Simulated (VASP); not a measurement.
Here is a VASP 6.6.1 calculation.

The input POSCAR:

```
GaN
1.0
    3.0845996707      0.0000000000      0.0000000000
   -1.5422998354      2.6713416753      0.0000000000
    0.0000000000      0.0000000000      5.3209800000
Ga N
2 2
Direct
    0.3333333333      0.6666666667      0.0000000000
    0.6666666667      0.3333333333      0.5000000000
    0.3333333333      0.6666666667      0.3750000000
    0.6666666667      0.3333333333      0.8750000000
```

Contents of INCAR.step1:

```
  PREC = Accurate
  ENCUT = 520
  ISMEAR = 0
  SIGMA = 0.05
  LREAL = F
  LASPH = T
  NELM = 80
  NBANDS = 26
  GGA = PE
  ALGO = Normal
  EDIFF = 1E-4
  LWAVE = T
  LCHARG = F
```

INCAR.step2

```
  PREC = Accurate
  ENCUT = 520
  EDIFF = 1E-7
  ISMEAR = 0
  SIGMA = 0.05
  LREAL = F
  LASPH = T
  NELM = 80
  ALGO = Normal
  ISIF = 2
  LWAVE = F
  LCHARG = F
  METAGGA = R2SCAN
  LMIXTAU = T
  NBANDS = 26
  ISTART = 1
```

Contents of KPOINTS:

```
regular mesh
0
Gamma
  12 12 6
```

Potentials or basis: VASP PAW PBE potentials, release 64 (Ga_d, N).

Launch:

```sh
$ cat potpaw_PBE.64/Ga_d/POTCAR potpaw_PBE.64/N/POTCAR > POTCAR
$ cp INCAR.step1 INCAR
$ mpirun -np 1 vasp_std > vasp.out
$ cp INCAR.step2 INCAR
$ mpirun -np 1 vasp_std > vasp.out
```

Estimate the pressure.

9.8 GPa.

What does it give for the band gap on the k mesh?

2.33 eV.

What does it give for the largest force?

0.512 eV/Å.

Stress tensor (GPa, compression positive):
```
17.75  0.00  0.00
 0.00 17.75  0.00
 0.00  0.00 -6.12
```

Caveat: the cell differs from its parent crystal (strain -0.030 along x and y, +0.030 along z); the stress differs along the axes, from -6 to 18 GPa; the PAW data sets were made with another functional, which shifts forces and pressure a little.
